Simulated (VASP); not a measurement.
# AlCu3 (P4mm) in VASP: notebook, part 2 of 2

VASP 6.6.1. Earlier steps stand in the parts before.

## Step 3: Single point, PBEsol (atoms displaced along a vibrational mode)

The input, INCAR:

```
SYSTEM = AlCu3
ALGO     = Fast           ! electronic algorithm
EDIFF    = 1E-6           ! SCF threshold, eV
ENCUT    = 520            ! plane-wave cutoff, eV
GGA      = PS             ! functional
ISIF     = 2              ! what is computed and relaxed
ISMEAR   = 0              ! smearing method
LASPH    = .True.         ! aspherical terms in the spheres
LCHARG   = .False.        ! write CHGCAR
LREAL    = .False.        ! projectors in reciprocal space
LWAVE    = .False.        ! write WAVECAR
NBANDS   = 26             ! bands
NELM     = 100            ! most SCF steps
PREC     = Accurate       ! precision mode
SIGMA    = 0.15           ! smearing width, eV
```

The input, KPOINTS:

```
k-points
0
Gamma
  14 14 14
  0 0 0
```

The input, POSCAR:

```
AlCu3
1.0
    3.6318704092      0.0000000000      0.0000000000
    0.0000000000      3.6318704092      0.0000000000
    0.0000000000      0.0000000000      3.6318704092
Al Cu
1 3
Direct
    0.0054485646      0.0000000000      0.0000000000
    0.5029733770      0.5000000000      0.0000000000
    0.5029733770      0.0000000000      0.5000000000
   -0.0082602066      0.5000000000      0.5000000000
```

Potentials or basis: VASP PAW PBE potentials, release 64 (Al, Cu).

Started as:

```bash
cat potpaw_PBE.64/Al/POTCAR potpaw_PBE.64/Cu/POTCAR > POTCAR
mpirun -np 1 vasp_std > vasp.out
```

OUTCAR:

```text
SYSTEM = AlCu3
   EDIFF = 1E-6
   ENCUT = 520
   GGA = PS
   ISIF = 2
   ISMEAR = 0
   LASPH = .True.
   LREAL = .False.
   NELM = 100
   PREC = Accurate

 ion  position               nearest neighbor table
   1  0.005  0.000  0.000-   2 2.56   3 2.56   3 2.56   2 2.56   4 2.57   4 2.57   4 2.57   4 2.57
                             2 2.57   3 2.57   3 2.57   2 2.57
   2  0.503  0.500  0.000-   4 2.54   4 2.54   1 2.56   1 2.56   3 2.57   3 2.57   3 2.57   3 2.57
                             1 2.57   1 2.57   4 2.60   4 2.60
   3  0.503  0.000  0.500-   4 2.54   4 2.54   1 2.56   1 2.56   2 2.57   2 2.57   2 2.57   2 2.57
                             1 2.57   1 2.57   4 2.60   4 2.60
   4  0.992  0.500  0.500-   2 2.54   3 2.54   2 2.54   3 2.54   1 2.57   1 2.57   1 2.57   1 2.57
                             2 2.60   3 2.60   2 2.60   3 2.60

  LATTYP: Found a simple cubic cell.
 ALAT       =     3.6318704092

  Lattice vectors:

 A1 = (   3.6318704092,   0.0000000000,   0.0000000000)
 A2 = (   0.0000000000,   3.6318704092,   0.0000000000)
 A3 = (   0.0000000000,   0.0000000000,   3.6318704092)

Analysis of symmetry for initial positions (statically):
=====================================================================
 Subroutine PRICEL returns:
 Original cell was already a primitive cell.

 Routine SETGRP: Setting up the symmetry group for a
 simple cubic supercell.

 Subroutine GETGRP returns: Found  8 space group operations
 (whereof  8 operations were pure point group operations)
 out of a pool of 48 trial point group operations.

The static configuration has the point symmetry C_4v.

Analysis of symmetry for dynamics (positions and initial velocities):
=====================================================================
 Subroutine PRICEL returns:
 Original cell was already a primitive cell.

 Routine SETGRP: Setting up the symmetry group for a
 simple cubic supercell.

[... 121 lines left out ...]
   EMIN   =  10.00;   EMAX   =-10.00  energy-range for DOS
   EFERMI =   0.00;   METHOD = LEGACY
   ISMEAR =     0;   SIGMA  =   0.15  broadening in eV -4-tet -1-fermi 0-gaus
   EFERMI_NEDOS =   21; number of points for ismear=-14 and -15
   IALGO  =     68    algorithm
   IMIX   =      4    mixing-type and parameters
     AMIX     =   0.40;   BMIX     =  1.00
     AMIX_MAG =   1.60;   BMIX_MAG =  1.00
  volume/ion in A,a.u.               =      11.98        80.82
  Fermi-wavevector in a.u.,A,eV,Ry     =   1.488374  2.812618 30.140391  2.215256
  Thomas-Fermi vector in A             =   2.601416
   LORBIT       =      0    0 simple, 1 ext, 2 COOP (PROOUT), +10 PAW based schemes
   GGA     = PS    functional components
   LHFCALC =     F    Hartree Fock is set to
   AEXX    =    0.0000 exact exchange contribution
   IVDW    =     0    specifies the selected vdW correction
   LEPSILON=     F    determine dielectric tensor
   LRPA    =     F    only Hartree local field effects (RPA)
 non-spin polarized calculation
 RMM-DIIS sequential band-by-band and
 Gauss-broadening in eV      SIGMA  =   0.15
  energy-cutoff  :      520.00
  volume of cell :       47.91
 maximum number of plane-waves:      1328
 NGX is ok and might be reduce to    28
   NGX = 13   NGY = 13   NGZ = 13

 number of electron      35.9999984 magnetization

 Free energy of the ion-electron system (eV)
  ---------------------------------------------------
  ext. energy  EPLUGINS =         0.00000000
  ---------------------------------------------------
  free energy    TOTEN  =       -17.77380922 eV

  energy without entropy =      -17.75989193  energy(sigma->0) =      -17.76685058

 E-fermi :   8.6383     XC(G=0): -12.5014

 val. band max:        8.6305167672   @ k =   0.0000   0.0714   0.0714
 cond. band min:       8.6414088335   @ k =   0.5000   0.2857   0.0714
 fundamental gap:      0.0108920663
 Fermi energy:         8.6383350988

 k-point     1 :       0.0000    0.0000    0.0000
  band No.  band energies     occupation
      1      -2.0954      2.00000
      2       3.1905      2.00000
      3       3.7643      2.00000
      4       3.7644      2.00000
      5       4.0344      2.00000
      6       4.0356      2.00000
[... 685 lines left out ...]
     25      18.1416      0.00000
     26      18.5914      0.00000

 [... further k-points ...]
[... 5 lines left out ...]
  --------------------------------------------------------------------------------------
  -------------------------------------------------------------------------------------
  Total        0.1335289      0.1344611      0.1344611      0.0000000      0.0000000     -0.0000000
  in kB        4.4657537      4.4969320      4.4969320      0.0000000      0.0000000     -0.0000000
  external PRESSURE =       4.4865392 kB  Pullay stress =       0.0000000 kB

 VOLUME and BASIS-vectors are now :
 -----------------------------------------------------------------------------
  energy-cutoff  :      520.00
  volume of cell :       47.91
      direct lattice vectors                 reciprocal lattice vectors
     3.631870409  0.000000000  0.000000000     0.275340221  0.000000000  0.000000000
     0.000000000  3.631870409  0.000000000     0.000000000  0.275340221  0.000000000
     0.000000000  0.000000000  3.631870409     0.000000000  0.000000000  0.275340221

 POSITION                                       TOTAL-FORCE (eV/Angst)
 -----------------------------------------------------------------------------------
      0.01979      0.00000      0.00000        -0.077581     -0.000000      0.000000
      1.82673      1.81594      0.00000        -0.099593      0.000000     -0.000000
      1.82673      0.00000      1.81594        -0.099593     -0.000000     -0.000000
      3.60187      1.81594      1.81594         0.276767     -0.000000      0.000000
 -----------------------------------------------------------------------------------
    total drift:                               -0.000251      0.000000      0.000021

  FREE ENERGIE OF THE ION-ELECTRON SYSTEM (eV)
  ---------------------------------------------------
  free  energy   TOTEN  =       -17.7738092182 eV

  energy  without entropy=      -17.7598919346  energy(sigma->0) =      -17.76685058
```

OSZICAR:

```text
N       E                     dE             d eps       ncg     rms          rms(c)
DAV:   1     0.251226945553E+03    0.25123E+03   -0.15550E+04 15408   0.217E+03
DAV:   2    -0.324709654055E+01   -0.25447E+03   -0.24357E+03 14988   0.354E+02
DAV:   3    -0.221698848600E+02   -0.18923E+02   -0.18050E+02 16952   0.135E+02
DAV:   4    -0.225963087739E+02   -0.42642E+00   -0.42504E+00 22114   0.236E+01
DAV:   5    -0.226034536052E+02   -0.71448E-02   -0.71438E-02 23114   0.241E+00    0.183E+01
RMM:   6    -0.212398913375E+02    0.13636E+01   -0.48666E+01 16994   0.107E+02    0.129E+01
RMM:   7    -0.177747907080E+02    0.34651E+01   -0.12050E+01 16389   0.550E+01    0.146E+00
RMM:   8    -0.177708207887E+02    0.39699E-02   -0.22984E-01 17837   0.735E+00    0.550E-01
RMM:   9    -0.177728232752E+02   -0.20025E-02   -0.83982E-02 18209   0.165E+00    0.218E-01
RMM:  10    -0.177735419505E+02   -0.71868E-03   -0.17768E-02 18213   0.208E+00    0.203E-01
RMM:  11    -0.177737868393E+02   -0.24489E-03   -0.63694E-03 21711   0.500E-01    0.827E-02
RMM:  12    -0.177738231925E+02   -0.36353E-04   -0.97625E-04 19140   0.345E-01    0.571E-02
RMM:  13    -0.177738010471E+02    0.22145E-04   -0.35081E-04 17821   0.269E-01    0.220E-02
RMM:  14    -0.177738060740E+02   -0.50269E-05   -0.15042E-04 19255   0.129E-01    0.165E-02
RMM:  15    -0.177738113696E+02   -0.52957E-05   -0.54564E-05 18800   0.490E-02    0.173E-02
RMM:  16    -0.177738089192E+02    0.24504E-05   -0.10669E-05 16450   0.397E-02    0.114E-02
RMM:  17    -0.177738092182E+02   -0.29901E-06   -0.27786E-06 10781   0.165E-02
   1 F= -.17773809E+02 E0= -.17766851E+02  d E =-.139173E-01
```

stdout:

```text
POSCAR found type information on POSCAR AlCu
 POSCAR found :  2 types and       4 ions
 scaLAPACK will be used
 -----------------------------------------------------------------------------
|                                                                             |
|                                                                             |
|     You enforced a specific xc type in the INCAR file but a different       |
|     I HOPE YOU KNOW WHAT YOU ARE DOING!                                     |
|                                                                             |
 -----------------------------------------------------------------------------

 LDA part: xc-table for (Slater+PW92), standard interpolation
 POSCAR, INCAR and KPOINTS ok, starting setup
 FFT: planning ... GRIDC
 FFT: planning ... GRID_SOFT
 FFT: planning ... GRID
 WAVECAR not read
 entering main loop
```

It took 11 min on 1 thread of AMD EPYC 7R13, shared host; peak memory 0.39 GiB.

What came out:

- Free energy: -17.7738 eV
- Pressure: 0.4 GPa
- Largest force: 0.277 eV/Å
- Band gap on the k mesh: zero (bands 18 and 19 overlap by 5.63 eV)

Forces on the atoms (eV/Å):
```
Al  -0.078  0.000  0.000
Cu  -0.100  0.000  0.000
Cu  -0.100  0.000  0.000
Cu   0.277  0.000  0.000
```

Caveat: the cell differs from its parent crystal (atoms displaced along a vibrational mode); the PAW data sets were made with another functional, which shifts forces and pressure a little.
